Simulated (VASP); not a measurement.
Runs of VASP 6.6.1 on ZnS. The structure is that of space group P6_3mc (No. 186), or close to it. The cells are those of the table. 

| task | cell | gap on the mesh (eV) | pressure (GPa) | largest force (eV/Å) |
| --- | --- | --- | --- | --- |
| single point | a = 3.811, b = 3.811, c = 6.421 Å, angles 90.0, 90.0, 120.0°, 4 atoms | 2.08 | 0.6 | 0.39 |
| single point | a = 3.811, b = 3.811, c = 6.296 Å, angles 90.0, 90.0, 120.0°, 4 atoms | 2.20 | (b) | 0.36 |
| electric field gradients | a = 3.811, b = 3.811, c = 6.234 Å, angles 90.0, 90.0, 120.0°, 4 atoms | (a) | (c) | 0.32 |
| single point | a = 3.733, b = 3.733, c = 6.107 Å, angles 90.0, 90.0, 120.0°, 4 atoms | 2.55 | 8.1 | 0.40 |
| electric field gradients | a = 3.811, b = 3.811, c = 6.421 Å, angles 90.0, 90.0, 120.0°, 4 atoms | 2.08 | 0.6 | 0.39 |
| electric field gradients | a = 3.824, b = 3.824, c = 6.255 Å, angles 90.0, 90.0, 120.0°, 4 atoms | 2.21 | 1.7 | 0.31 |
| electric field gradients | a = 3.861, b = 3.861, c = 6.316 Å, angles 90.0, 90.0, 120.0°, 4 atoms | 2.07 | -0.4 | 0.28 |
| single point | a = 3.861, b = 3.861, c = 6.316 Å, angles 90.0, 90.0, 120.0°, 4 atoms | 2.07 | -0.4 | 0.28 |

Alike in all rows: level PBE; potentials or basis VASP PAW PBE potentials, release 64 (Zn, S); no spin polarisation; k mesh 8 × 8 × 5; cutoff (eV) 520; smearing fermi-dirac 0.03 eV.

Q: Fill in the values left out.

A: (a) 2.25; (b) 1.8; (c) 2.5.

Caveats: the cell stands under pressure (at least some runs).

